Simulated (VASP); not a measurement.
## PbS (zincblende type): single point with PBEsol

Crystal: PbS (zincblende type).

```
CELL_PARAMETERS angstrom
0.00000 3.03696 3.03696
3.03696 0.00000 3.03696
3.03696 3.03696 0.00000
ATOMIC_POSITIONS crystal
Pb 0.00000 0.00000 0.00000
S 0.25000 0.25000 0.25000
```

```
Program             : VASP 6.6.1
Task                : single point
Functional          : PBEsol
Potentials or basis : VASP PAW PBE potentials, release 64 (Pb_d, S)
Cutoff              : 520 eV
k mesh              : 12 × 12 × 12
Occupations         : fermi-dirac, width 0.05 eV
Spin                : no spin polarisation
```

The pressure is 13.5 GPa and the band gap on the k mesh is zero (bands 10 and 11 overlap by 0.15 eV).

Levels at points of the mesh, in eV from the Fermi level:
| k point | band 8 | band 9 | band 10 | band 11 | band 12 | band 13 |
| --- | --- | --- | --- | --- | --- | --- |
| (0.00, 0.00, 0.00) | -2.68 | -2.68 | -2.68 | 2.08 | 2.08 | 2.08 |
| (0.50, 0.00, 0.00) | -3.43 | -3.43 | -2.51 | 2.92 | 2.92 | 3.85 |
| (0.50, 0.50, 0.00) | -4.43 | -4.43 | -0.80 | -0.11 | 5.69 | 5.93 |

It took 91 s on 1 thread of Intel Xeon 8259CL, with other jobs on the host, peak memory 0.22 GiB.

Caveat: the cell stands under pressure; semilocal functionals underestimate gaps, so a narrow gap can read as zero; the PAW data sets were made with another functional, which shifts forces and pressure a little; spin-orbit coupling is left out, which moves the levels of the heavy elements.
